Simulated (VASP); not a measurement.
Set up this calculation in VASP 6.6.1, as the native input.

* Task: single point
* Functional: PBE
* Potentials or basis: VASP PAW PBE potentials, release 64 (Al, O)
* Cutoff: 520 eV
* k mesh: 6 × 6 × 6
* Occupations: gaussian, width 0.05 eV
* Spin: no spin polarisation
* Dipole correction: no
* Further INCAR settings: ALGO = Normal; EDIFF = 1e-06; NBANDS = 35

The structure of Al2O3 lies in POSCAR:

```
Al2O3
1.0
    2.4473118622      1.4129561624      4.2206340375
   -2.4473118622      1.4129561624      4.2206340375
    0.0000000000     -2.8259123249      4.2206340375
Al O
4 6
Direct
    0.8521293568      0.8521293568      0.8521293568
    0.6478706432      0.6478706432      0.6478706432
    0.1478706432      0.1478706432      0.1478706432
    0.3521293568      0.3521293568      0.3521293568
    0.0561574040      0.4438425960      0.7500000000
    0.7500000000      0.0561574040      0.4438425960
    0.4438425960      0.7500000000      0.0561574040
    0.9438425960      0.5561574040      0.2500000000
    0.2500000000      0.9438425960      0.5561574040
    0.5561574040      0.2500000000      0.9438425960
```

One way to write it, as run:

INCAR

```
SYSTEM = Al2O3
PREC = Accurate
ENCUT = 520
EDIFF = 1E-6
ISMEAR = 0
SIGMA = 0.05
LREAL = .FALSE.
LASPH = .TRUE.
NELM = 80
ALGO = Normal
ISIF = 2
LWAVE = .FALSE.
LCHARG = .FALSE.
GGA = PE
NBANDS = 35
```

KPOINTS

```
Automatic mesh
0
G
  6 6 6
  0 0 0
```

Potentials or basis: VASP PAW PBE potentials, release 64 (Al, O).

Launch:

```bash
$ cat potpaw_PBE.64/Al/POTCAR potpaw_PBE.64/O/POTCAR > POTCAR
$ mpirun -np 1 vasp_std > vasp.out
```

Results of the run:

```
Pressure               : -0.5 GPa
Largest force          : 0.407 eV/Å
Band gap on the k mesh : 5.41 eV
```

Caveat: the stress differs along the axes, from -7 to 13 GPa.

Run time: 2.9 min on 1 thread of Intel Xeon 8259CL, with other jobs on the host, peak memory 0.26 GiB.
